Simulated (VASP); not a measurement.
# MgI2 (P-3m1) in VASP: further runs, part 2 of 2

VASP 6.6.1.

### Step 3. Single point, PBE (strain -0.030 along x and y, -0.015 along z)

INCAR reads:

```
SYSTEM = MgI2
PREC = Accurate
ENCUT = 520
EDIFF = 1E-6
ISMEAR = 0
SIGMA = 0.05
LREAL = .False.
LASPH = .True.
NELM = 100
ALGO = Normal
ISIF = 2
LWAVE = .False.
LCHARG = .True.
GGA = PE
LELF = .True.
LVHAR = .True.
NBANDS = 15
```

KPOINTS reads:

```
regular mesh
0
Gamma
  6 6 4
  0 0 0
```

POSCAR reads:

```
MgI2
1.0
    4.0290891177      0.0000000000      0.0000000000
   -2.0145445589      3.4892935301      0.0000000000
    0.0000000000      0.0000000000      6.7590700000
Mg I
1 2
Direct
    0.0000000000      0.0000000000      0.0000000000
    0.3333333333      0.6666666667      0.7576300000
    0.6666666667      0.3333333333      0.2423700000
```

Potentials or basis: VASP PAW PBE potentials, release 64 (Mg, I).

Run with:

```console
$ cat potpaw_PBE.64/Mg/POTCAR potpaw_PBE.64/I/POTCAR > POTCAR
$ mpirun -np 1 vasp_std > vasp.out
```

OUTCAR:

```text
SYSTEM = MgI2
   PREC = Accurate
   ENCUT = 520
   EDIFF = 1E-6
   ISMEAR = 0
   LREAL = .False.
   LASPH = .True.
   NELM = 100
   ISIF = 2
   GGA = PE

 ion  position               nearest neighbor table
   1  0.000  0.000  0.000-   2 2.85   3 2.85   3 2.85   2 2.85   3 2.85   2 2.85
   2  0.333  0.667  0.758-   1 2.85   1 2.85   1 2.85
   3  0.667  0.333  0.242-   1 2.85   1 2.85   1 2.85

  LATTYP: Found a hexagonal cell.
 ALAT       =     4.0290891177
 C/A-ratio  =     1.6775677585

  Lattice vectors:

 A1 = (   4.0290891177,   0.0000000000,   0.0000000000)
 A2 = (  -2.0145445589,   3.4892935301,   0.0000000000)
 A3 = (   0.0000000000,   0.0000000000,   6.7590700000)

Analysis of symmetry for initial positions (statically):
=====================================================================
 Subroutine PRICEL returns:
 Original cell was already a primitive cell.

 Routine SETGRP: Setting up the symmetry group for a
 hexagonal supercell.

 Subroutine GETGRP returns: Found 12 space group operations
 (whereof 12 operations were pure point group operations)
 out of a pool of 24 trial point group operations.

[... 180 lines left out ...]
      8       3.0210      2.00000
      9       7.1251      0.00000
     10       7.8982      0.00000
     11       9.8739      0.00000
     12       9.8739      0.00000
     13      10.3545      0.00000
     14      11.2078      0.00000
[... 401 lines left out ...]
      2      -8.3005      2.00000
      3      -0.4430      2.00000
      4      -0.0646      2.00000
      5      -0.0646      2.00000
      6       0.5274      2.00000
      7       2.3863      2.00000
      8       2.3863      2.00000
      9       8.0996      0.00000
     10       8.7412      0.00000
     11       8.7412      0.00000
     12      10.2782      0.00000
     13      11.7306      0.00000
     14      11.7481      0.00000
     15      12.0262      0.00000

------------------------ aborting loop because EDIFF is reached ----------------------------------------

  FORCE on cell =-STRESS in cart. coord.  units (eV):
  Direction    XX          YY          ZZ          XY          YZ          ZX
  --------------------------------------------------------------------------------------
  -------------------------------------------------------------------------------------
  Total        2.5607633      2.5607633      2.3323924     -0.0000000     -0.0000000     -0.0000000
  in kB       43.1766256     43.1766256     39.3261003     -0.0000000     -0.0000000     -0.0000000
  external PRESSURE =      41.8931171 kB  Pullay stress =       0.0000000 kB

 VOLUME and BASIS-vectors are now :
 -----------------------------------------------------------------------------
  energy-cutoff  :      520.00
  volume of cell :       95.02
      direct lattice vectors                 reciprocal lattice vectors
     4.029089118  0.000000000  0.000000000     0.248195056  0.143295483  0.000000000
    -2.014544559  3.489293530  0.000000000     0.000000000  0.286590965  0.000000000
     0.000000000  0.000000000  6.759070000     0.000000000  0.000000000  0.147949348

 POSITION                                       TOTAL-FORCE (eV/Angst)
 -----------------------------------------------------------------------------------
      0.00000      0.00000      0.00000        -0.000000      0.000000      0.000000
     -0.00000      2.32620      5.12087        -0.000000      0.000000     -0.396463
      2.01454      1.16310      1.63820         0.000000      0.000000      0.396463
 -----------------------------------------------------------------------------------
    total drift:                                0.000000     -0.000000     -0.000000

  FREE ENERGIE OF THE ION-ELECTRON SYSTEM (eV)
  ---------------------------------------------------
  free  energy   TOTEN  =        -7.5730672110 eV

  energy  without entropy=       -7.5730672110  energy(sigma->0) =       -7.57306721
```

Wall time 17 s (1 thread of Intel Xeon 6975P-C (Granite Rapids), shared host); peak memory 0.21 GiB.

What came out:

| Quantity | Value |
| --- | --- |
| Free energy | -7.5731 eV |
| Pressure | 4.2 GPa |
| Largest force | 0.396 eV/Å |
| Band gap on the k mesh | 3.60 eV, indirect (least direct gap 4.10 eV) |

Forces in eV/Å, atoms in the order of the input:
```
Mg   0.000  0.000  0.000
I    0.000  0.000 -0.396
I    0.000  0.000  0.396
```

Stress tensor (GPa, compression positive):
```
4.32 0.00 0.00
0.00 4.32 0.00
0.00 0.00 3.93
```

Caveat: the cell differs from its parent crystal (strain -0.030 along x and y, -0.015 along z); spin-orbit coupling is left out, which moves the levels of the heavy elements; this functional lacks dispersion, which binds the layers, so the pressure and a relaxed spacing across them are unreliable.
